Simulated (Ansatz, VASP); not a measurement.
InSb: VASP beside Ansatz

```
In Sb
1.0
     0.00000    3.19473    3.25993
     3.19473    0.00000    3.25993
     3.19473    3.19473    0.00000
In Sb
1 1
Cartesian
  0.0000 0.0000 0.0000
  4.7921 4.7921 4.8899
```

Change from the starting cell: strain -0.0200 x Voigt [1, 1, 0, 0, 0, 0], atoms carried along.

Alike in both runs: task single point; functional PBEsol; k mesh 16 × 16 × 16; occupations gaussian, width 0.15 eV; no spin polarisation.

|  | VASP | Ansatz |
| --- | --- | --- |
| version | VASP 6.6.1 | Ansatz 0.2.0 |
| potentials or method | VASP PAW PBE potentials, release 64 (In_d, Sb), cutoff 520 eV | scalar-relativistic, plane waves, PAW |
| valence electrons in the cell | 18 | 28 |

```tsv
	VASP	Ansatz	Ansatz less VASP
gap on the k mesh at the Fermi level (eV)	none	none	-
pressure (GPa)	1.9	1.9	-0.02
traceless stress, the component that is largest in VASP (GPa)	-0.38	-0.38	0.000
```

VASP's potentials were made for PBE, not for PBEsol. A gap of «none» marks a metal or a gap that the smearing closes. VASP's potentials hold 18 valence electrons a cell and Ansatz's 28, so a difference there can come from the potentials and not from the codes.

Spin-orbit coupling is off throughout.
